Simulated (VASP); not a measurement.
Wanted: the native input for a VASP 6.6.1 run.

```
Task                   : single point
Functional             : RPBE
Potentials or basis    : VASP PAW PBE potentials, release 64 (Rb_sv)
Cutoff                 : 520 eV
k mesh                 : 8 × 8 × 4
Occupations            : fermi-dirac, width 0.1 eV
Spin                   : no spin polarisation
Dipole correction      : no
Further INCAR settings : ALGO = Normal; EDIFF = 1e-06; NBANDS = 16
```

The structure of Rb lies in POSCAR:

```
Rb
1.0
    5.1378117385      0.0000000000      0.0000000000
   -2.5689058693      4.4494754854      0.0000000000
    0.0000000000      0.0000000000      8.4715406343
Rb
2
Direct
    0.3333333333      0.6666666667      0.2500000000
    0.6666666667      0.3333333333      0.7500000000
```

This isn't the form of Rb at room conditions, which is bcc.

These files were run (other wordings do the same):

INCAR

```
SYSTEM = Rb
ALGO = Normal ; EDIFF = 1E-6
ENCUT = 520 ; GGA = RP
ISIF = 2 ; ISMEAR = -1
LASPH = .True. ; LCHARG = .True.
LELF = .True. ; LREAL = .False.
LVHAR = .True. ; LWAVE = .False.
NBANDS = 16 ; NELM = 80
PREC = Accurate ; SIGMA = 0.1
```

KPOINTS

```
k-points
0
Gamma
  8 8 4
  0 0 0
```

Potentials or basis: VASP PAW PBE potentials, release 64 (Rb_sv).

Run with:

```bash
$ cat potpaw_PBE.64/Rb_sv/POTCAR > POTCAR
$ mpirun -np 1 vasp_std > vasp.out
```

Results of the run:

```
Pressure               : 0.1 GPa
Band gap on the k mesh : zero (bands 9 and 10 overlap by 2.10 eV)
```

Caveat: the PAW data sets were made with another functional, which shifts forces and pressure a little.

It took 2.2 min on 1 thread of Intel Xeon 8259CL, with other jobs on the host, peak memory 0.33 GiB.
